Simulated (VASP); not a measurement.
Runs of VASP 6.6.1 on Ta. The structure is that of space group Im-3m (No. 229), or close to it. The cells are those of the table. 

```csv
task,cell,k mesh for the DOS,occupations for the DOS,gap on the mesh (eV),pressure (GPa)
single point,"a = 2.637 Å, angles 109.5°, 1 atom",-,-,none,71.9
single point,"a = 2.328 Å, angles 109.5°, 1 atom",-,-,none,(b)
single point,"a = 2.546 Å, angles 109.5°, 1 atom",-,-,none,(a)
single point,"a = 2.783 Å, angles 109.5°, 1 atom",-,-,none,14.9
single point,"a = 2.723 Å, angles 109.5°, 1 atom",-,-,none,34.6
single point,"a = 2.841 Å, angles 109.5°, 1 atom",-,-,none,0.2
```

Alike in all rows: level PBEsol; potentials or basis VASP PAW PBE potentials, release 64 (Ta_pv); no spin polarisation; k mesh 18 × 18 × 18; cutoff (eV) 520; smearing fermi-dirac 0.05 eV.

Estimate the missing entries.

(a) 126.9; (b) 396.1.

Caveats: the PAW data sets were made with another functional, which shifts forces and pressure a little; spin-orbit coupling is left out, which moves the levels of the heavy elements.

A k mesh can miss the band edges, and the runs leave out spin-orbit coupling on Ta.

A gap of «none» marks levels without a gap at the run's occupations.
